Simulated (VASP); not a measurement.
Ta, 2 atoms in the cell. Symmetry: P6_3/mmc, No. 194, hexagonal system. The conventional cell has a = 2.900 Å, b = 2.900 Å, c = 5.166 Å, α = 90.00°, β = 90.00°, γ = 120.00°. Ta (site symmetry -6m2) has 12 Ta at 2.90 to 3.08 Å within 3.8 Å. 

| Property | Result |
| --- | --- |
| Program | VASP 6.6.1 |
| Task | relaxation of cell and atoms |
| Functional | BLYP |
| Dispersion | D3(BJ) |
| Potentials or basis | VASP PAW PBE potentials, release 64 (Ta_pv) |
| Cutoff | 600 eV |
| k mesh | 11 × 11 × 5 |
| Occupations | fermi-dirac, width 0.05 eV |
| Spin | no spin polarisation |
| Dipole correction | no |
| Further INCAR settings | ALGO = Normal; EDIFF = 1e-06; IBRION = 2; EDIFFG = -0.01; NSW = 60; ISIF = 3 |

Potentials or basis: VASP PAW PBE potentials, release 64 (Ta_pv).

Launch:

```bash
$ cat potpaw_PBE.64/Ta_pv/POTCAR > POTCAR
$ mpirun -np 1 vasp_std > vasp.out
```

Hardware: 1 thread of Intel(R) Xeon(R) 6975P-C (Granite Rapids), with other jobs on the host.

Task: How long does it take, and how much memory?

Result: It took 48 s on 1 thread of Intel(R) Xeon(R) 6975P-C (Granite Rapids) (shared host), peak memory 0.19 GiB. Counts: scf iterations 33, k points 48, ion steps 4.
